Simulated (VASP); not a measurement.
A run of VASP 6.6.1:

Contents of INCAR:

```
ALGO     = Normal         # electronic algorithm
EDIFF    = 1E-6           # SCF threshold, eV
ENCUT    = 520            # plane-wave cutoff, eV
GGA      = PE             # functional
ISIF     = 2              # what is computed and relaxed
ISMEAR   = 0              # smearing method
LASPH    = T              # aspherical terms in the spheres
LCHARG   = F              # write CHGCAR
LREAL    = F              # projectors in reciprocal space
LWAVE    = F              # write WAVECAR
NBANDS   = 77             # bands
NELM     = 100            # most SCF steps
PREC     = Accurate       # precision mode
SIGMA    = 0.1            # smearing width, eV
```

File KPOINTS:

```
k-points
0
Gamma
  4 4 4
```

Contents of POSCAR:

```
BaGe3C3
1.0
    5.4368026200      0.0000000000      0.0000000000
    0.0000000000      5.4368026200      0.0000000000
    0.0000000000      0.0000000000      5.4368026200
Ba Ge C
2 6 6
Direct
    0.5000000000      0.5000000000      0.5000000000
    0.0000000000      0.0000000000      0.0000000000
    0.5000000000      0.0000000000      0.7500000000
    0.7500000000      0.5000000000      0.0000000000
    0.0000000000      0.7500000000      0.5000000000
    0.5000000000      0.0000000000      0.2500000000
    0.2500000000      0.5000000000      0.0000000000
    0.0000000000      0.2500000000      0.5000000000
    0.0000000000      0.5000000000      0.7500000000
    0.7500000000      0.0000000000      0.5000000000
    0.5000000000      0.7500000000      0.0000000000
    0.0000000000      0.5000000000      0.2500000000
    0.2500000000      0.0000000000      0.5000000000
    0.5000000000      0.2500000000      0.0000000000
```

Potentials or basis: VASP PAW PBE potentials, release 64 (Ba_sv, Ge_d, C).

Command:

```sh
$ cat potpaw_PBE.64/Ba_sv/POTCAR potpaw_PBE.64/Ge_d/POTCAR potpaw_PBE.64/C/POTCAR > POTCAR
$ mpirun -np 1 vasp_std > vasp.out
```

Hardware: 1 thread of Intel(R) Xeon(R) Platinum 8375C CPU @ 2.90GHz (Ice Lake) (shared host).

Task: How long does it take, and how much memory?

Result: It took 120 s on 1 thread of Intel(R) Xeon(R) Platinum 8375C CPU @ 2.90GHz (Ice Lake), with other jobs on the host, peak memory 0.3 GiB. Counts: scf iterations 13, k points 10.
